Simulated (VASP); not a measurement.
# Li (P6/mmm) in VASP: further runs

The runs below take Li through single point, with PBE.

Program: VASP 6.6.1. These are calculated values, not measurements. Logs are shortened: lines on timing, memory, paths and dates and some standing lists are left out, and cuts for length are marked.

### 1 The cell of the first run

Symmetry: P6/mmm, No. 191, hexagonal system. Conventional cell: a = 4.734 Å, b = 4.734 Å, c = 2.860 Å, α = 90.00°, β = 90.00°, γ = 120.00°. Within 3.6 Å of Li (site symmetry -6m2) lie 5 Li at 2.73 to 2.86 Å.

The cell was generated, and may not be a known phase.

### 2 Single point, PBE

INCAR

```
PREC = Accurate
ENCUT = 520
EDIFF = 1E-6
ISMEAR = 0
SIGMA = 0.1
LREAL = False
LASPH = True
NELM = 80
ALGO = Normal
ISIF = 2
LWAVE = False
LCHARG = True
GGA = PE
LELF = True
LVHAR = True
NBANDS = 10
```

KPOINTS

```
Automatic mesh
0
Gamma
  12 12 10
```

POSCAR

```
Li
1.0
    4.7342915177      0.0000000000      0.0000000000
   -2.3671457588      4.1000167232      0.0000000000
    0.0000000000      0.0000000000      2.8596542221
Li
2
Direct
    0.3333333333      0.6666666667      0.0000000000
    0.6666666667      0.3333333333      0.0000000000
```

Potentials or basis: VASP PAW PBE potentials, release 64 (Li_sv).

Command:

```console
> cat potpaw_PBE.64/Li_sv/POTCAR > POTCAR
> mpirun -np 1 vasp_std > vasp.out
```

OUTCAR:

```text
PREC = Accurate
   ENCUT = 520
   EDIFF = 1E-6
   ISMEAR = 0
   LREAL = False
   LASPH = True
   NELM = 80
   ISIF = 2
   GGA = PE

 ion  position               nearest neighbor table
   1  0.333  0.667  0.000-
   2  0.667  0.333  0.000-

  LATTYP: Found a hexagonal cell.
 ALAT       =     4.7342915177
 C/A-ratio  =     0.6040300246

  Lattice vectors:

 A1 = (   4.7342915177,   0.0000000000,   0.0000000000)
 A2 = (  -2.3671457588,   4.1000167232,   0.0000000000)
 A3 = (   0.0000000000,   0.0000000000,   2.8596542221)

Analysis of symmetry for initial positions (statically):
=====================================================================
 Subroutine PRICEL returns:
 Original cell was already a primitive cell.

 Routine SETGRP: Setting up the symmetry group for a
 hexagonal supercell.

 Subroutine GETGRP returns: Found 24 space group operations
 (whereof 24 operations were pure point group operations)
 out of a pool of 24 trial point group operations.

The static configuration has the point symmetry D_6h.

Analysis of symmetry for dynamics (positions and initial velocities):
=====================================================================
 Subroutine PRICEL returns:
 Original cell was already a primitive cell.

 Routine SETGRP: Setting up the symmetry group for a
 hexagonal supercell.

 Subroutine GETGRP returns: Found 24 space group operations
 (whereof 24 operations were pure point group operations)
 out of a pool of 24 trial point group operations.

The dynamic configuration has the point symmetry D_6h.

 Subroutine INISYM returns: Found 24 space group operations
 (whereof 24 operations are pure point group operations),
 and found     1 'primitive' translations

----------------------------------------------------------------------------------------

                                     Primitive cell

  volume of cell :      55.5078

  direct lattice vectors                    reciprocal lattice vectors
     4.734291518  0.000000000  0.000000000     0.211224847  0.121950722  0.000000000
    -2.367145759  4.100016723  0.000000000     0.000000000  0.243901444  0.000000000
     0.000000000  0.000000000  2.859654222     0.000000000  0.000000000  0.349692628

  length of vectors
     4.734291518  4.734291518  2.859654222     0.243901444  0.243901444  0.349692628

  position of ions in fractional coordinates (direct lattice)
     0.333333333  0.666666667  0.000000000
     0.666666667  0.333333333  0.000000000

  ion indices of the primitive-cell ions
   primitive index   ion index
                 1           1
                 2           2

----------------------------------------------------------------------------------------

 KPOINTS: Automatic mesh

Automatic generation of k-mesh.
 Grid dimensions read from file:
 generate k-points for:   12   12   10

 Generating k-lattice:

  Cartesian coordinates                     Fractional coordinates (reciprocal lattice)
     0.017602071  0.010162560  0.000000000     0.083333333  0.000000000  0.000000000
     0.000000000  0.020325120  0.000000000     0.000000000  0.083333333  0.000000000
     0.000000000  0.000000000  0.034969263     0.000000000  0.000000000  0.100000000

  Length of vectors
     0.020325120  0.020325120  0.034969263

  Shift w.r.t. Gamma in fractional coordinates (k-lattice)
     0.000000000  0.000000000  0.000000000

 Subroutine IBZKPT returns following result:
 ===========================================

 Found    114 irreducible k-points:

 Following reciprocal coordinates:
            Coordinates               Weight
  0.000000  0.000000  0.000000      1.000000
  0.083333  0.000000  0.000000      6.000000
  0.166667  0.000000  0.000000      6.000000
  0.250000  0.000000  0.000000      6.000000
  0.333333  0.000000  0.000000      6.000000
  0.416667  0.000000  0.000000      6.000000
[... 16 lines left out ...]
  0.250000  0.000000  0.100000     12.000000
  0.333333  0.000000  0.100000     12.000000
 [... further k-points ...]
   k-points           NKPTS =    114   k-points in BZ     NKDIM =    114   number of bands    NBANDS=     10
   number of dos      NEDOS =    301   number of ions     NIONS =      2
   total plane-waves  NPLWV =  31104
   dimension x,y,z NGX =    36 NGY =   36 NGZ =   24
   dimension x,y,z NGXF=    72 NGYF=   72 NGZF=   48
   ions per type =               2
   NGX,Y,Z   is equivalent  to a cutoff of  12.64, 12.64, 13.95 a.u.
   NGXF,Y,Z  is equivalent  to a cutoff of  25.28, 25.28, 27.90 a.u.
 SYSTEM =  unknown system
   PREC   = accura    normal or accurate (medium, high low for compatibility)
   ISTART =      0    job   : 0-new  1-cont  2-samecut
   ICHARG =      2    charge: 1-file 2-atom 10-const
   ISPIN  =      1    spin polarized calculation?
   LNONCOLLINEAR =      F non collinear calculations
   LSORBIT =      F    spin-orbit coupling
   LASPH  =      T    aspherical Exc in radial PAW
   ENCUT  =  520.0 eV  38.22 Ry    6.18 a.u.   8.80  8.80  5.32*2*pi/ulx,y,z
   NELM   =     80;   NELMIN=  2; NELMDL= -5     # of ELM steps
   EDIFF  = 0.1E-05   stopping-criterion for ELM
   LREAL  =      F    real-space projection
[... 7 lines left out ...]
   TEBEG  =    0.0;   TEEND  =   0.0 temperature during run
   PSTRESS=    0.0 pullay stress
   NELECT =       6.0000    total number of electrons
   NUPDOWN=      -1.0000    fix difference up-down
   EMIN   =  10.00;   EMAX   =-10.00  energy-range for DOS
   EFERMI =   0.00;   METHOD = LEGACY
   ISMEAR =     0;   SIGMA  =   0.10  broadening in eV -4-tet -1-fermi 0-gaus
   EFERMI_NEDOS =   21; number of points for ismear=-14 and -15
   IALGO  =     38    algorithm
   IMIX   =      4    mixing-type and parameters
     AMIX     =   0.40;   BMIX     =  1.00
     AMIX_MAG =   1.60;   BMIX_MAG =  1.00
  volume/ion in A,a.u.               =      27.75       187.29
  Fermi-wavevector in a.u.,A,eV,Ry     =   0.779843  1.473690  8.274453  0.608155
  Thomas-Fermi vector in A             =   1.883031
   LORBIT       =      0    0 simple, 1 ext, 2 COOP (PROOUT), +10 PAW based schemes
   GGA     = PE    functional components
   LHFCALC =     F    Hartree Fock is set to
   AEXX    =    0.0000 exact exchange contribution
   IVDW    =     0    specifies the selected vdW correction
   LEPSILON=     F    determine dielectric tensor
   LRPA    =     F    only Hartree local field effects (RPA)
 non-spin polarized calculation
 Gauss-broadening in eV      SIGMA  =   0.10
  energy-cutoff  :      520.00
  volume of cell :       55.51
 maximum number of plane-waves:      1512
 NGX is ok and might be reduce to    36
   NGX = 17   NGY = 17   NGZ = 11

 number of electron       6.0000006 magnetization

 Free energy of the ion-electron system (eV)
  ---------------------------------------------------
  ext. energy  EPLUGINS =         0.00000000
  ---------------------------------------------------
  free energy    TOTEN  =        -3.02148233 eV

  energy without entropy =       -3.01498176  energy(sigma->0) =       -3.01823205

 E-fermi :  -0.2507     XC(G=0):  -6.2510

 val. band max:       -0.2714552422   @ k =   0.1667   0.0833   0.5000
 cond. band min:      -0.2305678071   @ k =   0.4167   0.1667   0.3000
 fundamental gap:      0.0408874351
 Fermi energy:        -0.2507088994

 k-point     1 :       0.0000    0.0000    0.0000
  band No.  band energies     occupation
      1     -47.5051      2.00000
      2     -47.4751      2.00000
      3      -3.2728      2.00000
      4       2.3103      0.00000
      5       2.3103      0.00000
      6       4.5131      0.00000
      7       4.5131      0.00000
      8       6.4267      0.00000
      9       7.0488      0.00000
     10      10.7359      0.00000

 k-point     2 :       0.0833    0.0000    0.0000
  band No.  band energies     occupation
      1     -47.5046      2.00000
      2     -47.4756      2.00000
      3      -3.2232      2.00000
      4       2.0180      0.00000
      5       2.1468      0.00000
      6       4.4734      0.00000
      7       4.7954      0.00000
      8       6.5862      0.00000
      9       7.4078      0.00000
     10      10.7824      0.00000

 k-point     3 :       0.1667    0.0000    0.0000
  band No.  band energies     occupation
      1     -47.5033      2.00000
      2     -47.4769      2.00000
      3      -3.0753      2.00000
      4       1.3528      0.00000
      5       1.8127      0.00000
      6       4.3404      0.00000
      7       5.4851      0.00000
      8       7.0267      0.00000
      9       8.3141      0.00000
     10      10.9198      0.00000

 k-point     4 :       0.2500    0.0000    0.0000
  band No.  band energies     occupation
      1     -47.5012      2.00000
      2     -47.4789      2.00000
      3      -2.8289      2.00000
      4       0.5792      0.00000
      5       1.4831      0.00000
      6       4.1709      0.00000
      7       6.4032      0.00000
      8       7.6435      0.00000
      9       9.5048      0.00000
     10      11.1412      0.00000

 k-point     5 :       0.3333    0.0000    0.0000
  band No.  band energies     occupation
      1     -47.4987      2.00000
      2     -47.4814      2.00000
      3      -2.4848      2.00000
      4      -0.1830      0.33798
      5       1.2265      0.00000
      6       4.0254      0.00000
      7       7.4709      0.00000
      8       8.3726      0.00000
      9      10.6283      0.00000
     10      11.4294      0.00000

 k-point     6 :       0.4167    0.0000    0.0000
  band No.  band energies     occupation
      1     -47.4963      2.00000
      2     -47.4839      2.00000
      3      -2.0443      2.00000
      4      -0.8861      2.00000
      5       1.0668      0.00000
      6       3.9311      0.00000
      7       8.6208      0.00000
      8       9.1738      0.00000
      9      10.7703      0.00000
     10      11.7393      0.00000
[... 183 lines left out ...]
 k-point    21 :       0.0833    0.0000    0.1000
  band No.  band energies     occupation
      1     -47.5034      2.00000
      2     -47.4745      2.00000
      3      -3.0831      2.00000
      4       2.1854      0.00000
      5       2.3195      0.00000
      6       4.6311      0.00000
      7       4.9726      0.00000
      8       6.4842      0.00000
      9       7.3138      0.00000
     10       9.5500      0.00000

 k-point    22 :       0.1667    0.0000    0.1000
  band No.  band energies     occupation
      1     -47.5021      2.00000
      2     -47.4758      2.00000
      3      -2.9345      2.00000
      4       1.5130      0.00000
      5       1.9862      0.00000
      6       4.4652      0.00000
      7       5.6610      0.00000
      8       6.9193      0.00000
      9       8.2046      0.00000
     10       9.6740      0.00000

 k-point    23 :       0.2500    0.0000    0.1000
  band No.  band energies     occupation
      1     -47.5000      2.00000
      2     -47.4778      2.00000
      3      -2.6871      2.00000
      4       0.7341      0.00000
      5       1.6572      0.00000
      6       4.2743      0.00000
      7       6.5779      0.00000
      8       7.5077      0.00000
      9       9.2556      0.00000
     10       9.9495      0.00000

 k-point    24 :       0.3333    0.0000    0.1000
  band No.  band energies     occupation
      1     -47.4975      2.00000
      2     -47.4803      2.00000
      3      -2.3417      2.00000
      4      -0.0317      0.00196
      5       1.4009      0.00000
      6       4.1172      0.00000
      7       7.6441      0.00000
      8       8.1719      0.00000
      9       9.7542      0.00000
     10      10.7882      0.00000

 [... further k-points ...]

------------------------ aborting loop because EDIFF is reached ----------------------------------------

  FORCE on cell =-STRESS in cart. coord.  units (eV):
  Direction    XX          YY          ZZ          XY          YZ          ZX
  --------------------------------------------------------------------------------------
  -------------------------------------------------------------------------------------
  Total       -0.0216136     -0.0216136     -0.0202817     -0.0000000      0.0000000      0.0000000
  in kB       -0.6238544     -0.6238544     -0.5854110     -0.0000000      0.0000000      0.0000000
  external PRESSURE =      -0.6110399 kB  Pullay stress =       0.0000000 kB

 VOLUME and BASIS-vectors are now :
 -----------------------------------------------------------------------------
  energy-cutoff  :      520.00
  volume of cell :       55.51
      direct lattice vectors                 reciprocal lattice vectors
     4.734291518  0.000000000  0.000000000     0.211224847  0.121950722  0.000000000
    -2.367145759  4.100016723  0.000000000     0.000000000  0.243901444  0.000000000
     0.000000000  0.000000000  2.859654222     0.000000000  0.000000000  0.349692628

 POSITION                                       TOTAL-FORCE (eV/Angst)
 -----------------------------------------------------------------------------------
     -0.00000      2.73334      0.00000         0.000000     -0.000000      0.000000
      2.36715      1.36667      0.00000         0.000000      0.000000     -0.000000
 -----------------------------------------------------------------------------------
    total drift:                               -0.000000      0.000000      0.000000

  FREE ENERGIE OF THE ION-ELECTRON SYSTEM (eV)
  ---------------------------------------------------
  free  energy   TOTEN  =        -3.0214823323 eV

  energy  without entropy=       -3.0149817645  energy(sigma->0) =       -3.01823205
```

It took 33 s on 1 thread of Intel Xeon 8259CL, shared host; peak memory 0.19 GiB.

Results:

- Free energy: -3.0215 eV
- Band gap on the k mesh: zero (bands 3 and 4 overlap by 3.03 eV)

Caveat: the cutoff is under 1.25 times the usual one of these potentials, so pressure, stress and relaxed cells hold a basis-set (Pulay) error.

### 3 Single point, PBE

INCAR

```
SYSTEM = Li
PREC = Accurate
ENCUT = 520
EDIFF = 1E-6
ISMEAR = 0
SIGMA = 0.1
LREAL = .False.
LASPH = .True.
NELM = 100
ALGO = Normal
ISIF = 2
LWAVE = .False.
LCHARG = .False.
GGA = PE
NBANDS = 10
```

KPOINTS

```
regular mesh
0
Gamma
  12 12 20
  0 0 0
```

POSCAR is that of step 2.

Potentials or basis: VASP PAW PBE potentials, release 64 (Li_sv).

Command:

```console
> cat potpaw_PBE.64/Li_sv/POTCAR > POTCAR
> mpirun -np 1 vasp_std > vasp.out
```

Run time: 52 s. Hardware: 1 thread of Intel Xeon 8259CL, shared host; peak memory 0.23 GiB.

It converged, with:

* Free energy: -3.0216 eV
* Band gap on the k mesh: zero (bands 3 and 4 overlap by 3.03 eV)

Levels at points of the mesh, in eV from the Fermi level:
| k point | band 1 | band 2 | band 3 | band 4 | band 5 | band 6 | band 7 |
| --- | --- | --- | --- | --- | --- | --- | --- |
| (0.00, 0.00, 0.00) | -47.26 | -47.23 | -3.02 | 2.56 | 2.56 | 4.76 | 4.76 |
| (0.50, 0.00, 0.00) | -47.25 | -47.24 | -1.26 | -1.25 | 1.26 | 4.15 | 9.67 |
| (0.00, 0.00, 0.50) | -47.24 | -47.22 | -0.40 | 1.97 | 5.66 | 5.74 | 5.74 |
| (0.50, 0.00, 0.50) | -47.23 | -47.22 | 1.09 | 2.28 | 2.85 | 3.67 | 4.61 |

Caveat: the cutoff is under 1.25 times the usual one of these potentials, so pressure, stress and relaxed cells hold a basis-set (Pulay) error.

The gap in the log of VASP goes by the Fermi energy; the results here count the filled bands.